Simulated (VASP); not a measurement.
# TiCo (Pm-3m) in VASP: notebook, part 2 of 2

VASP 6.6.1.

## (5) Single point, PBE, collinear spin, ferromagnetic start

This run uses another cell than the first one, of 13.58 Å³/atom.

The input, INCAR:

```
PREC = Accurate ; ENCUT = 520
EDIFF = 1E-6 ; ISMEAR = -1
SIGMA = 0.05 ; LREAL = False
LASPH = True ; NELM = 150
ALGO = Fast ; ISIF = 2
LWAVE = False ; LCHARG = True
ISPIN = 2 ; MAGMOM = 2 1
LORBIT = 11 ; LMAXMIX = 4
GGA = PE ; LELF = True
LVHAR = True ; NBANDS = 22
```

The input, KPOINTS:

```
regular mesh
0
Gamma
  9 9 9
```

The input, POSCAR:

```
TiCo
1.0
    3.0058871358      0.0000000000      0.0000000000
    0.0000000000      3.0058871358      0.0000000000
    0.0000000000      0.0000000000      3.0058871358
Co Ti
1 1
Direct
    0.5000000000      0.5000000000      0.5000000000
    0.0000000000      0.0000000000      0.0000000000
```

Potentials or basis: VASP PAW PBE potentials, release 64 (Co, Ti_sv).

Started as:

```console
$ cat potpaw_PBE.64/Co/POTCAR potpaw_PBE.64/Ti_sv/POTCAR > POTCAR
$ mpirun -np 1 vasp_std > vasp.out
```

OUTCAR:

```text
PREC = Accurate
   ENCUT = 520
   EDIFF = 1E-6
   ISMEAR = -1
   LREAL = False
   LASPH = True
   NELM = 150
   ISIF = 2
   ISPIN = 2
   LORBIT = 11
   GGA = PE

 ion  position               nearest neighbor table
   1  0.500  0.500  0.500-   2 2.60   2 2.60   2 2.60   2 2.60   2 2.60   2 2.60   2 2.60   2 2.60

   2  0.000  0.000  0.000-   1 2.60   1 2.60   1 2.60   1 2.60   1 2.60   1 2.60   1 2.60   1 2.60

  LATTYP: Found a simple cubic cell.
 ALAT       =     3.0058871358

  Lattice vectors:

 A1 = (   3.0058871358,   0.0000000000,   0.0000000000)
 A2 = (   0.0000000000,   3.0058871358,   0.0000000000)
 A3 = (   0.0000000000,   0.0000000000,   3.0058871358)

Analysis of symmetry for initial positions (statically):
=====================================================================
 Subroutine PRICEL returns:
 Original cell was already a primitive cell.

 Routine SETGRP: Setting up the symmetry group for a
 simple cubic supercell.

 Subroutine GETGRP returns: Found 48 space group operations
 (whereof 48 operations were pure point group operations)
 out of a pool of 48 trial point group operations.

The static configuration has the point symmetry O_h .

Analysis of symmetry for dynamics (positions and initial velocities):
=====================================================================
 Subroutine PRICEL returns:
 Original cell was already a primitive cell.

 Routine SETGRP: Setting up the symmetry group for a
 simple cubic supercell.

 Subroutine GETGRP returns: Found 48 space group operations
 (whereof 48 operations were pure point group operations)
 out of a pool of 48 trial point group operations.

The dynamic configuration has the point symmetry O_h .

Analysis of structural, dynamic, and magnetic symmetry:
=====================================================================
 Subroutine PRICEL returns:
[... 150 lines left out ...]
 Free energy of the ion-electron system (eV)
  ---------------------------------------------------
  ext. energy  EPLUGINS =         0.00000000
  ---------------------------------------------------
  free energy    TOTEN  =       -15.67471827 eV

  energy without entropy =      -15.65700282  energy(sigma->0) =      -15.66586054

 E-fermi :   9.6902     XC(G=0): -12.4690

 val. band max:        9.6720709891   @ k =   0.3333   0.2222   0.0000
 cond. band min:       9.6987760518   @ k =   0.3333   0.3333   0.0000
 fundamental gap:      0.0267050627
 Fermi energy:         9.6901609464

 spin component 1

 k-point     1 :       0.0000    0.0000    0.0000
  band No.  band energies     occupation
      1     -47.4998      1.00000
      2     -23.5982      1.00000
      3     -23.5982      1.00000
      4     -23.5982      1.00000
      5       2.0791      1.00000
      6       5.6093      1.00000
[... 589 lines left out ...]
     21      26.2679      0.00000
     22      29.1975      0.00000

 [... further k-points ...]

 spin component 2

 k-point     1 :       0.0000    0.0000    0.0000
  band No.  band energies     occupation
      1     -47.5192      1.00000
      2     -23.6185      1.00000
      3     -23.6185      1.00000
      4     -23.6185      1.00000
      5       2.0549      1.00000
      6       6.2638      1.00000
[... 589 lines left out ...]
     21      26.2967      0.00000
     22      29.1579      0.00000

 [... further k-points ...]

------------------------ aborting loop because EDIFF is reached ----------------------------------------

  FORCE on cell =-STRESS in cart. coord.  units (eV):
  Direction    XX          YY          ZZ          XY          YZ          ZX
  --------------------------------------------------------------------------------------
  -------------------------------------------------------------------------------------
  Total       -0.6966071     -0.6966071     -0.6966071     -0.0000000      0.0000000      0.0000000
  in kB      -41.0941965    -41.0941965    -41.0941965     -0.0000000      0.0000000      0.0000000
  external PRESSURE =     -41.0941965 kB  Pullay stress =       0.0000000 kB

 VOLUME and BASIS-vectors are now :
 -----------------------------------------------------------------------------
  energy-cutoff  :      520.00
  volume of cell :       27.16
      direct lattice vectors                 reciprocal lattice vectors
     3.005887136  0.000000000  0.000000000     0.332680488  0.000000000  0.000000000
     0.000000000  3.005887136  0.000000000     0.000000000  0.332680488  0.000000000
     0.000000000  0.000000000  3.005887136     0.000000000  0.000000000  0.332680488

 POSITION                                       TOTAL-FORCE (eV/Angst)
 -----------------------------------------------------------------------------------
      1.50294      1.50294      1.50294         0.000000      0.000000      0.000000
      0.00000      0.00000      0.00000         0.000000      0.000000      0.000000
 -----------------------------------------------------------------------------------
    total drift:                                0.000000      0.000000     -0.000000

  FREE ENERGIE OF THE ION-ELECTRON SYSTEM (eV)
  ---------------------------------------------------
  free  energy   TOTEN  =       -15.6747182711 eV

  energy  without entropy=      -15.6570028179  energy(sigma->0) =      -15.66586054

 total charge

# of ion       s       p       d       tot
------------------------------------------
    1        0.517   0.446   7.293   8.256
    2        2.242   6.172   1.844  10.258
--------------------------------------------------
tot          2.759   6.619   9.137  18.514

 magnetization (x)

# of ion       s       p       d       tot
------------------------------------------
    1        0.026  -0.008   0.906   0.924
    2       -0.003  -0.015  -0.023  -0.040
--------------------------------------------------
tot          0.023  -0.022   0.883   0.884
```

OSZICAR:

```text
N       E                     dE             d eps       ncg     rms          rms(c)
DAV:   1     0.171104401566E+03    0.17110E+03   -0.99154E+03  3104   0.123E+03
DAV:   2    -0.661708303140E+01   -0.17772E+03   -0.16908E+03  3158   0.305E+02
DAV:   3    -0.172851700090E+02   -0.10668E+02   -0.10484E+02  3850   0.804E+01
DAV:   4    -0.175824129648E+02   -0.29724E+00   -0.29670E+00  3598   0.121E+01
DAV:   5    -0.175912558320E+02   -0.88429E-02   -0.88425E-02  3718   0.199E+00    0.151E+01
RMM:   6    -0.167099543716E+02    0.88130E+00   -0.57141E+00  3701   0.233E+01    0.114E+01
RMM:   7    -0.174767621329E+02   -0.76681E+00   -0.15379E+00  3861   0.109E+01    0.188E+01
RMM:   8    -0.156509063057E+02    0.18259E+01   -0.51344E-01  3945   0.684E+00    0.207E+00
RMM:   9    -0.156510972103E+02   -0.19090E-03   -0.60597E-02  4342   0.148E+00    0.199E+00
RMM:  10    -0.156689575307E+02   -0.17860E-01   -0.33750E-02  4467   0.126E+00    0.153E+00
RMM:  11    -0.156760272609E+02   -0.70697E-02   -0.24133E-02  4300   0.121E+00    0.798E-01
RMM:  12    -0.156762426926E+02   -0.21543E-03   -0.56463E-03  4466   0.553E-01    0.511E-01
RMM:  13    -0.156751779497E+02    0.10647E-02   -0.15025E-03  4508   0.267E-01    0.258E-01
RMM:  14    -0.156747791860E+02    0.39876E-03   -0.34652E-04  4633   0.130E-01    0.121E-01
RMM:  15    -0.156747038511E+02    0.75335E-04   -0.10249E-04  4681   0.687E-02    0.383E-02
RMM:  16    -0.156747149831E+02   -0.11132E-04   -0.26510E-05  4396   0.338E-02    0.178E-02
RMM:  17    -0.156747178658E+02   -0.28827E-05   -0.10200E-05  3996   0.208E-02    0.915E-03
RMM:  18    -0.156747182711E+02   -0.40529E-06   -0.42631E-06  3722   0.117E-02
   1 F= -.15674718E+02 E0= -.15665861E+02  d E =-.177155E-01  mag=     0.8237
```

Run time: 71 s. Hardware: 1 thread of Intel Xeon 8259CL, shared host; peak memory 0.17 GiB.

Results:

| Property | Result |
| --- | --- |
| Free energy | -15.6747 eV |
| Pressure | -4.1 GPa |
| Net moment | 0.82 μB per cell |
| Site moments | Co +0.92; Ti -0.04 μB |
| Valence electrons inside the program's atomic spheres | Co 8.26; Ti 10.26 |

Caveat: the cell stands under tension.

## (6) Single point, r2SCAN, collinear spin, ferromagnetic start

This run uses another cell than the first one, of 13.05 Å³/atom.

The input, POSCAR:

```
TiCo
1.0
    2.9660693728      0.0000000000      0.0000000000
    0.0000000000      2.9660693728      0.0000000000
    0.0000000000      0.0000000000      2.9660693728
Co Ti
1 1
Direct
    0.5000000000      0.5000000000      0.5000000000
    0.0000000000      0.0000000000      0.0000000000
```

The input, INCAR.step1:

```
  PREC = Accurate
  ENCUT = 520
  ISMEAR = -1
  SIGMA = 0.05
  LREAL = F
  LASPH = T
  NELM = 150
  ISPIN = 2
  MAGMOM = 2 1
  LMAXMIX = 4
  NBANDS = 22
  GGA = PE
  ALGO = Normal
  EDIFF = 1E-4
  LWAVE = T
  LCHARG = F
```

The input, INCAR.step2:

```
  PREC = Accurate
  ENCUT = 520
  EDIFF = 1E-6
  ISMEAR = -1
  SIGMA = 0.05
  LREAL = F
  LASPH = T
  NELM = 150
  ALGO = Normal
  ISIF = 2
  LWAVE = F
  LCHARG = F
  ISPIN = 2
  MAGMOM = 2 1
  LORBIT = 11
  LMAXMIX = 4
  METAGGA = R2SCAN
  LMIXTAU = T
  NBANDS = 22
  ISTART = 1
```

The input, KPOINTS:

```
Automatic mesh
0
Gamma
  9 9 9
```

Potentials or basis: VASP PAW PBE potentials, release 64 (Co, Ti_sv).

Started as:

```console
$ cat potpaw_PBE.64/Co/POTCAR potpaw_PBE.64/Ti_sv/POTCAR > POTCAR
$ cp INCAR.step1 INCAR
$ mpirun -np 1 vasp_std > vasp.out
$ cp INCAR.step2 INCAR
$ mpirun -np 1 vasp_std > vasp.out
```

Run time: 3.4 min. Hardware: 1 thread of Intel Xeon 8259CL, shared host; peak memory 0.18 GiB.

Results (log left out):

- Free energy: -27.0131 eV
- Pressure: 4.0 GPa
- Net moment: 0.87 μB per cell
- Site moments: Co +1.32; Ti -0.26 μB
- Valence electrons inside the program's atomic spheres: Co 8.36; Ti 10.28

Levels at points of the mesh, in eV from the Fermi level:
Spin up:
| k point | band 8 | band 9 | band 10 | band 11 | band 12 | band 13 | band 14 | band 15 |
| --- | --- | --- | --- | --- | --- | --- | --- | --- |
| (0.00, 0.00, 0.00) | -2.37 | -2.37 | -2.37 | 0.57 | 0.57 | 2.97 | 2.97 | 2.97 |
Spin down:
```csv
k point,band 6,band 7,band 8,band 9,band 10,band 11,band 12,band 13,band 14,band 15
"(0.00, 0.00, 0.00)",-3.55,-3.55,-1.48,-1.48,-1.48,1.58,1.58,2.97,2.97,2.97
```

Caveat: the cell stands under pressure; the PAW data sets were made with another functional, which shifts forces and pressure a little.

## (7) Overview

```tsv
level	spin	fixed moment (μB)	cell	k mesh	gap on the mesh (eV)	pressure (GPa)	moment (μB)
PBEsol	collinear, ferromagnetic start	6.0	a = 2.986 Å, 2 atoms	8 × 8 × 8	-	36.8	6.00
PBEsol	non-collinear, typed start	-	a = 2.986 Å, 2 atoms	7 × 7 × 7	none	-8.0	0.80
PBE	collinear, ferromagnetic start	-	a = 2.966 Å, 2 atoms	9 × 9 × 9	none	2.1	0.75
PBE	collinear, ferromagnetic start	-	a = 3.006 Å, 2 atoms	9 × 9 × 9	none	-4.1	0.82
r2SCAN	collinear, ferromagnetic start	-	a = 2.966 Å, 2 atoms	9 × 9 × 9	none	4.0	0.87
```

Alike in all rows: task single point; potentials or basis VASP PAW PBE potentials, release 64 (Co, Ti_sv); cutoff (eV) 520; smearing fermi-dirac 0.05 eV.

Caveats: the PAW data sets were made with another functional, which shifts forces and pressure a little (at least some runs); the cell stands under pressure (at least some runs); the cell stands under tension (at least some runs); the total moment is fixed, so each spin has its own Fermi level (at least some runs).

Absolute energies hang on the potentials; compare differences alone.
